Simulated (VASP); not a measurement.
GeAs5, 6 atoms in the cell. The structure is hexagonal, space group P6/mmm (No. 191). Conventional cell: a = 5.408 Å, b = 5.408 Å, c = 5.050 Å, α = 90.00°, β = 90.00°, γ = 120.00°. Within 4.1 Å of Ge (site symmetry 6/mmm) lie 18 As at 3.12 to 3.70 Å. As (site symmetry -6m2) has 9 As at 2.97 to 3.12 Å and 3 Ge at 3.12 Å within 3.9 Å. As (site symmetry mmm) has 8 As at 2.70 to 2.97 Å and 4 Ge at 3.70 Å within 3.7 Å. The cell was generated, and may not be a known phase.

* Program: VASP 6.6.1
* Task: single point
* Functional: PBE
* Potentials or basis: VASP PAW PBE potentials, release 64 (Ge_d, As)
* Cutoff: 520 eV
* k mesh: 12 × 12 × 8
* Occupations: gaussian, width 0.1 eV
* Spin: no spin polarisation
* Dipole correction: no
* Further INCAR settings: ALGO = Fast; EDIFF = 1e-06; NBANDS = 28

Potentials or basis: VASP PAW PBE potentials, release 64 (Ge_d, As).

The run is started by

```sh
$ cat potpaw_PBE.64/Ge_d/POTCAR potpaw_PBE.64/As/POTCAR > POTCAR
$ mpirun -np 1 vasp_std > vasp.out
```

Hardware: 1 thread of Oxide Virtual Turin-like Processor (shared host).

**Question.** How long does it take, and how much memory?

**Answer.** It took 5.7 min on 1 thread of Oxide Virtual Turin-like Processor (shared host), peak memory 0.41 GiB. Counts: scf iterations 12, k points 95.
